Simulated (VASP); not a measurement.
GaAs:

```
CELL_PARAMETERS angstrom
3.36298 0.00000 0.00000
0.00000 3.36298 0.00000
0.00000 0.00000 3.36298
ATOMIC_POSITIONS crystal
Ga 0.00000 0.00000 0.00000
As 0.50000 0.50000 0.50000
```

```yaml
Program: VASP 6.6.1
Task: relaxation of cell and atoms
Functional: r2SCAN
Potentials_or_basis: VASP PAW PBE potentials, release 64 (Ga_d, As)
Cutoff: 600 eV
k_mesh: 8 × 8 × 8
Occupations: fermi-dirac, width 0.02 eV
Spin: no spin polarisation
```

At the start: pressure -2.0 GPa; volume 19.02 Å³/atom.

Q: Where does the relaxation end?

A: Over 3 steps the energy falls by 3.8 meV/atom and the volume is 18.43 Å³/atom (-3.1 %); space group Pm-3m (No. 221, to 0.1 Å) before and after.

The path:
| step | energy change (eV) | largest force (eV/Å) | pressure (GPa) | volume (Å³) |
| --- | --- | --- | --- | --- |
| 1 | 0.0000 | 0.0000 | -1.95 | 38.03 |
| 2 | -0.0075 | 0.0000 | 0.17 | 36.77 |
| 3 | -0.0076 | 0.0000 | -0.04 | 36.86 |

Final structure:
```yaml
crystal:
  lattice:
    - [3.32797, 0.00000, 0.00000]
    - [0.00000, 3.32797, 0.00000]
    - [0.00000, 0.00000, 3.32797]
  atoms:
    - { symbol: Ga, position: [0.00000, 0.00000, 0.00000] }
    - { symbol: As, position: [0.50000, 0.50000, 0.50000] }
```

Caveat: the highest band is partly filled, so the run has too few bands; the PAW data sets were made with another functional, which shifts forces and pressure a little.
